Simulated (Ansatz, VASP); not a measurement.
**Two plane-wave programs on I**

The input POSCAR:

```
I
1.0
    0.0000000000      2.3656004428      3.9098401324
    2.1922454667      0.0000000000      3.9098401324
    2.1922454667      2.3656004428      0.0000000000
I
1
Direct
    0.0000000000      0.0000000000      0.0000000000
```

Contents of INCAR.step1:

```
SYSTEM = I
PREC = Accurate
ENCUT = 520
ISMEAR = -1
SIGMA = 0.05
LREAL = .FALSE.
LASPH = .TRUE.
NELM = 150
MAGMOM = 0 0 0
LSORBIT = .TRUE.
GGA_COMPAT = .FALSE.
NBANDS = 18
GGA = PE
ALGO = Normal
EDIFF = 1E-4
LWAVE = .TRUE.
LCHARG = .FALSE.
```

Contents of INCAR.step2:

```
SYSTEM = I
PREC = Accurate
ENCUT = 520
EDIFF = 1E-6
ISMEAR = -1
SIGMA = 0.05
LREAL = .FALSE.
LASPH = .TRUE.
NELM = 150
ALGO = Normal
ISIF = 2
LWAVE = .FALSE.
LCHARG = .FALSE.
MAGMOM = 0 0 0
LORBIT = 11
LSORBIT = .TRUE.
GGA_COMPAT = .FALSE.
LORBMOM = .TRUE.
METAGGA = R2SCAN
LMIXTAU = .TRUE.
NBANDS = 18
ISTART = 1
```

The input KPOINTS:

```
regular mesh
0
G
  7 7 7
  0 0 0
```

input.yaml

```yaml
crystal:
  lattice:
    - [0.0, 2.3656004428, 3.9098401324]
    - [2.1922454667, 0.0, 3.9098401324]
    - [2.1922454667, 2.3656004428, 0.0]
  atoms:
    - { symbol: I, position: [0.0, 0.0, 0.0] }
hamiltonian:
  xc: r2scan
  pseudopotentials: { kind: paw_fr }
magnetization:
  noncollinear: true
  spin_orbit: true
kpoints:
  mp_grid: { grid: [7, 7, 7] }
  band_path:
    path:
      - [[0.0, 0.0, 0.0], [0.5, 0.0, 0.5], [0.5, 0.1138942365, 0.6138942365], [0.0504161431, 0.5, 0.5504161431], [0.0, 0.5, 0.5], [0.0, 0.0, 0.0], [0.5, 0.5, 0.0], [0.9495838569, 0.5, 0.4495838569], [0.8622775204, 0.3622775204, 0.5], [0.5, 0.1138942365, 0.6138942365]]
      - [[0.5, 0.8861057635, 0.3861057635], [0.5, 0.5, 0.0]]
      - [[0.0, 0.5, 0.5], [0.1377224796, 0.6377224796, 0.5]]
      - [[0.8622775204, 0.3622775204, 0.5], [0.5, 0.0, 0.5]]
      - [[0.5, 0.5, 0.5], [0.0, 0.0, 0.0]]
    npoints: 14
scf:
  occupations: { method: fermi_dirac, width: 0.05 }
  n_extra_bands: 6
output:
  forces: true
  stress: true
  eigenvalues: true
  fatbands: true
```

Alike in both runs: functional r2SCAN; k mesh 7 × 7 × 7; occupations fermi-dirac, width 0.05 eV; non-collinear spin, spin-orbit coupling.

|  | VASP | Ansatz |
| --- | --- | --- |
| version | VASP 6.6.1 | Ansatz 0.2.0 |
| potentials or method | VASP PAW PBE potentials, release 64 (I) | Ansatz PAW |
| plane-wave cutoff (eV) | 520 | 500 |
| valence electrons in the cell | 7 | 17 |
| task | single point | band structure |

|  | VASP | Ansatz | Ansatz less VASP |
| --- | --- | --- | --- |
| pressure (GPa) | 0.5 | 0.6 | +0.06 |
| traceless stress, the component that is largest in VASP (GPa) | -0.57 | -0.63 | -0.060 |
| net moment per atom (μB) | 0.00 | 0.00 | 0.000 |

VASP's potentials were made for PBE, not for r2SCAN. With one functional, cell and mesh, what is left measures potentials, basis and numerics. VASP's potentials hold 7 valence electrons a cell and Ansatz's 17, so a difference there can come from the potentials and not from the codes.
